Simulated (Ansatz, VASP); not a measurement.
# Al3Ir2 in VASP and in Ansatz

```xyz
5
Lattice="0.0000 4.0472 5.7191 2.1918 0.0000 5.7191 2.1918 4.0472 0.0000" Properties=species:S:1:pos:R:3 pbc="T T T"
Al    2.1918    4.0472    3.6399
Al    2.1918    4.0472    7.7984
Al    0.0000    0.0000    0.0000
Ir    2.1918    2.6658    5.7191
Ir    2.1918    5.4285    5.7191
```

Alike in both runs: functional PBE; k mesh 4 × 4 × 4; occupations gaussian, width 0.1 eV; no spin polarisation.

Ansatz relaxed the structure, and its values are those at the end. VASP's run is a single point on that final structure, the one shown.

|  | VASP | Ansatz |
| --- | --- | --- |
| version | VASP 6.6.1 | Ansatz 0.2.0 |
| potentials or method | VASP PAW PBE potentials, release 64 (Al, Ir), cutoff 520 eV | scalar-relativistic, plane waves, PAW |
| valence electrons in the cell | 27 | 43 |

Ansatz gave:

```
gap on the k mesh at the Fermi level (eV) : none
pressure (GPa)                            : 0.0
rms of the force components (eV/Å)        : 0.001
```

Which values does VASP return?

gap on the k mesh at the Fermi level (eV): none; pressure (GPa): 0.0; rms of the force components (eV/Å): 0.005.

A gap of «none» marks a metal or a gap that the smearing closes. VASP's potentials hold 27 valence electrons a cell and Ansatz's 43, so a difference there can come from the potentials and not from the codes.

The k mesh is coarse, so the values compare programs but aren't converged. Spin-orbit coupling is off throughout.
